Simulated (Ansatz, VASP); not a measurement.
**Two plane-wave programs on Cu**

```xyz
3
Lattice="0.0000 2.7827 2.7827 2.7827 0.0000 2.7827 2.7827 2.7827 0.0000" Properties=species:S:1:pos:R:3 pbc="T T T"
Cu    1.3914    1.3914    1.3914
Cu    4.1741    4.1741    4.1741
Cu    2.7827    2.7827    2.7827
```

Alike in both runs: functional PBE; k mesh 6 × 6 × 6; occupations gaussian, width 0.1 eV; no spin polarisation.

Ansatz relaxed the structure, and its values are those at the end. VASP's run is a single point on that final structure, the one shown.

|  | VASP | Ansatz |
| --- | --- | --- |
| version | VASP 6.6.1 | Ansatz 0.2.0 |
| potentials or method | VASP PAW PBE potentials, release 64 (Cu), cutoff 520 eV | scalar-relativistic, plane waves, PAW |
| valence electrons in the cell | 33 | 57 |

|  | VASP | Ansatz | Ansatz less VASP |
| --- | --- | --- | --- |
| gap on the k mesh at the Fermi level (eV) | none | none | - |
| pressure (GPa) | 0.6 | 0.1 | -0.51 |

A gap of «none» marks a metal or a gap that the smearing closes. VASP's potentials hold 33 valence electrons a cell and Ansatz's 57, so a difference there can come from the potentials and not from the codes.
